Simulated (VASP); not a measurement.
## Lu3Si: single point with r2SCAN

Crystal: Lu3Si.

```xyz
4
Lattice="4.4940 -0.0303 0.0560 -0.0303 4.5834 -0.0851 0.0560 -0.0851 4.5013" Properties=species:S:1:pos:R:3 pbc="T T T"
Lu    4.5015    2.2012    2.2983
Lu    2.2654   -0.0175    2.1764
Lu    2.2809    2.2211    4.4167
Si    0.0343    4.5724   -0.0478
```

* Program: VASP 6.6.1
* Task: single point
* Functional: r2SCAN
* Potentials or basis: VASP PAW PBE potentials, release 64 (Lu, Si)
* Cutoff: 520 eV
* k mesh: 4 × 4 × 4
* Occupations: methfessel-paxton, width 0.1 eV
* Spin: no spin polarisation

The pressure is -0.5 GPa, the largest force is 0.466 eV/Å and the band gap on the k mesh is zero (an odd number of electrons rules out a gap without spin polarisation).

Forces in eV/Å, atoms in the order of the input:
```
Lu   0.187  0.168 -0.356
Lu   0.044 -0.305  0.250
Lu  -0.041  0.009  0.464
Si  -0.190  0.128 -0.359
```

Stress tensor (GPa, compression positive):
```
-0.10  0.40 -0.78
 0.40 -1.32  1.60
-0.78  1.60 -0.12
```

Levels at points of the mesh, in eV from the Fermi level:
```csv
k point,band 38,band 39,band 40,band 41,band 42,band 43
"(0.00, 0.00, 0.00)",-1.14,-1.04,-0.84,-0.77,-0.72,-0.59
"(0.50, 0.00, 0.00)",-2.07,-0.11,0.02,1.05,1.18,1.33
"(0.00, 0.50, 0.00)",-2.08,-0.12,0.05,1.16,1.21,1.38
"(0.50, 0.50, 0.00)",-2.10,0.12,0.33,0.41,1.43,1.49
"(0.00, 0.00, 0.50)",-2.09,-0.05,0.01,1.03,1.19,1.37
"(0.50, 0.00, 0.50)",-2.02,0.00,0.22,0.35,1.35,1.41
"(0.00, 0.50, 0.50)",-2.11,0.05,0.32,0.42,1.45,1.49
"(0.50, 0.50, 0.50)",-2.33,-2.27,-2.17,0.73,1.93,2.08
```

Run time: 17 min on 1 thread of Intel Xeon 8259CL, with other jobs on the host, peak memory 0.31 GiB.

Caveat: the PAW data sets were made with another functional, which shifts forces and pressure a little; spin-orbit coupling is left out, which moves the levels of the heavy elements.
